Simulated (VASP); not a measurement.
# Nb2H3: single point with PBE

The system is Nb2H3.

```
Nb H
1.0
     5.87500    0.00000    0.00000
     0.00000    5.87500    0.00000
     0.00000    0.00000    3.15888
Nb H
4 6
Direct
  0.22668 0.22668 0.00000
  0.77332 0.77332 0.00000
  0.77332 0.22668 0.00000
  0.22668 0.77332 0.00000
  0.33515 0.33515 0.50000
  0.66485 0.66485 0.50000
  0.66485 0.33515 0.50000
  0.33515 0.66485 0.50000
  0.00000 0.50000 0.00000
  0.50000 0.00000 0.00000
```

The cell was generated, and may not be a known phase.

```json
{
  "Program": "VASP 6.6.1",
  "Task": "single point",
  "Functional": "PBE",
  "Potentials or basis": "VASP PAW PBE potentials, release 64 (Nb_sv, H)",
  "Cutoff": "520 eV",
  "k mesh": "6 × 6 × 12",
  "Occupations": "gaussian, width 0.1 eV",
  "Spin": "no spin polarisation"
}
```

```json
{
  "Pressure": "-0.3 GPa",
  "Largest force": "0.004 eV/Å",
  "Band gap on the k mesh": "zero (bands 29 and 30 overlap by 1.35 eV)"
}
```

Forces on the atoms (eV/Å):
```
Nb  -0.001 -0.001  0.000
Nb   0.001  0.001  0.000
Nb   0.001 -0.001  0.000
Nb  -0.001  0.001  0.000
H   -0.003 -0.003  0.000
H    0.003  0.003  0.000
H    0.003 -0.003  0.000
H   -0.003  0.003  0.000
H    0.000  0.000  0.000
H    0.000  0.000  0.000
```

Stress tensor (GPa, compression positive):
```
-0.26  0.00  0.00
 0.00 -0.26  0.00
 0.00  0.00 -0.37
```

Levels at points of the mesh, in eV from the Fermi level:
```
           k point  band 25  band 26  band 27  band 28  band 29  band 30  band 31  band 32  band 33  band 34
(0.00, 0.00, 0.00)    -1.75    -1.75    -1.02     0.31     0.46     0.76     0.76     1.06     1.06     3.19
(0.50, 0.00, 0.00)    -1.26    -0.93    -0.06     0.46     0.54     0.86     0.98     1.09     1.65     1.72
(0.50, 0.50, 0.00)    -0.54    -0.41    -0.07    -0.07     0.39     0.94     0.94     1.02     1.46     1.47
(0.00, 0.00, 0.50)    -1.62    -1.38    -1.38    -1.29    -0.32    -0.32     1.41     1.41     2.42     3.09
(0.50, 0.00, 0.50)    -1.69    -1.41    -0.73    -0.55    -0.18     0.10     0.45     1.60     1.74     2.07
(0.50, 0.50, 0.50)    -1.04    -0.99    -0.13    -0.13    -0.07     0.26     0.51     0.51     0.59     1.39
```

Run time: 21 min on 1 thread of Oxide Virtual Turin-like Processor, on a shared host, peak memory 0.34 GiB.
